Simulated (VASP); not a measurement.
A run of VASP 6.6.1 is set up as follows.

Contents of INCAR:

```
SYSTEM = CdSe
PREC = Accurate
ENCUT = 500
EDIFF = 1E-6
ISMEAR = 0
SIGMA = 0.01
LREAL = .False.
LASPH = .True.
NELM = 120
ALGO = Normal
ISIF = 2
LWAVE = .False.
LCHARG = .False.
GGA = PE
NBANDS = 16
GGA_COMPAT = .False.
```

The input KPOINTS:

```
Automatic mesh
0
Gamma
  4 4 4
  0 0 0
```

File POSCAR:

```
CdSe
1.0
    0.0000000000      3.0064253461      3.0064253461
    3.0064253461      0.0000000000      3.0064253461
    3.0064253461      3.0064253461      0.0000000000
Cd Se
1 1
Direct
    0.0000000000      0.0000000000      0.0000000000
    0.2500000000      0.2500000000      0.2500000000
```

Potentials or basis: VASP PAW PBE potentials, release 64 (Cd, Se).

Launch:

```bash
$ cat potpaw_PBE.64/Cd/POTCAR potpaw_PBE.64/Se/POTCAR > POTCAR
$ mpirun -np 1 vasp_std > vasp.out
```

Question: What does it give for the pressure?

Answer: 5.6 GPa.

Question: Estimate the band gap on the k mesh.

Answer: 0.67 eV, direct.

Caveat: the k points lie up to 0.45 Å⁻¹ apart; the cell differs from its parent crystal (strain -2.0%).
